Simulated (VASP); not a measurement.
Sb, 2 atoms in the cell. The structure is trigonal, space group R-3m (No. 166). Conventional cell: a = 4.313 Å, b = 4.313 Å, c = 11.250 Å, α = 90.00°, β = 90.00°, γ = 120.00°. Sb (site symmetry 3m) has 6 Sb at 2.91 to 3.35 Å within 3.8 Å. 

| Item | Value |
| --- | --- |
| Program | VASP 6.6.1 |
| Task | single point |
| Functional | r2SCAN |
| Potentials or basis | VASP PAW PBE potentials, release 64 (Sb) |
| Cutoff | 520 eV |
| k mesh | 10 × 10 × 10 |
| Occupations | gaussian, width 0.05 eV |
| Spin | no spin polarisation |
| Dipole correction | no |
| Further INCAR settings | ALGO = Normal; EDIFF = 1e-06; NBANDS = 12 |

Potentials or basis: VASP PAW PBE potentials, release 64 (Sb).

The run is started by

```sh
$ cat potpaw_PBE.64/Sb/POTCAR > POTCAR
$ cp INCAR.step1 INCAR
$ mpirun -np 1 vasp_std > vasp.out
$ cp INCAR.step2 INCAR
$ mpirun -np 1 vasp_std > vasp.out
```

Hardware: 1 thread of AMD EPYC 7R43 64-Core Processor (Zen 3) (shared host).

Question: Estimate the wall time of this run.

Answer: Wall time 9.8 min on 1 thread of AMD EPYC 7R43 64-Core Processor (Zen 3), with other jobs on the host, peak memory 0.22 GiB. Counts: k points 116.
